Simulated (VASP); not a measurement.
Input of a VASP 6.6.1 run:

Contents of INCAR:

```
SYSTEM = NaOs
ALGO = Normal
EDIFF = 1E-6
EDIFFG = -0.08
ENCUT = 600
GGA = PE
IBRION = 2
ISIF = 3
ISMEAR = 0
LASPH = .TRUE.
LCHARG = .FALSE.
LREAL = .FALSE.
LWAVE = .FALSE.
NELM = 80
NSW = 36
PREC = Accurate
SIGMA = 0.2
```

KPOINTS

```
k-points
0
G
  7 4 4
  0 0 0
```

POSCAR

```
NaOs
1.0
    2.6293913800      0.0000000000      0.0000000000
    0.0000000000      4.9463691300      0.0000000000
    0.0000000000      0.0000000000      5.5273071200
Na Os
2 2
Direct
    0.5000000000      0.0000000000      0.1478416500
    0.0000000000      0.5000000000      0.8521583500
    0.5000000000      0.0000000000      0.6079958600
    0.0000000000      0.5000000000      0.3920041400
```

Potentials or basis: VASP PAW PBE potentials, release 64 (Na_pv, Os).

The run is started by

```sh
$ cat potpaw_PBE.64/Na_pv/POTCAR potpaw_PBE.64/Os/POTCAR > POTCAR
$ mpirun -np 1 vasp_std > vasp.out
```

Q: Estimate the band gap on the k mesh.

A: Zero (band 15 reaches 4.37 eV, above the bottom of band 16 at 2.30 eV).

Q: Predict the space group after relaxing (to 0.05 Å).

A: Pmmn (No. 59).

Q: What does it give for the relaxed cell?

A: a = 2.746 Å, b = 3.821 Å, c = 8.425 Å, α = 90.00°, β = 90.00°, γ = 90.00°.

Q: Estimate the relaxed volume.

A: 22.10 Å³/atom.

Final structure:
```yaml
crystal:
  lattice:
    - [2.74645, 0.00000, 0.00000]
    - [0.00000, 3.82109, 0.00000]
    - [0.00000, 0.00000, 8.42511]
  atoms:
    - { symbol: Na, position: [0.50000, 0.00000, 0.18999] }
    - { symbol: Na, position: [0.00000, 0.50000, 0.81001] }
    - { symbol: Os, position: [0.50000, 0.00000, 0.55612] }
    - { symbol: Os, position: [0.00000, 0.50000, 0.44388] }
```

Caveat: the volume moved by over 15 % at a fixed basis, so the end points are rough; spin-orbit coupling is left out, which moves the levels of the heavy elements.
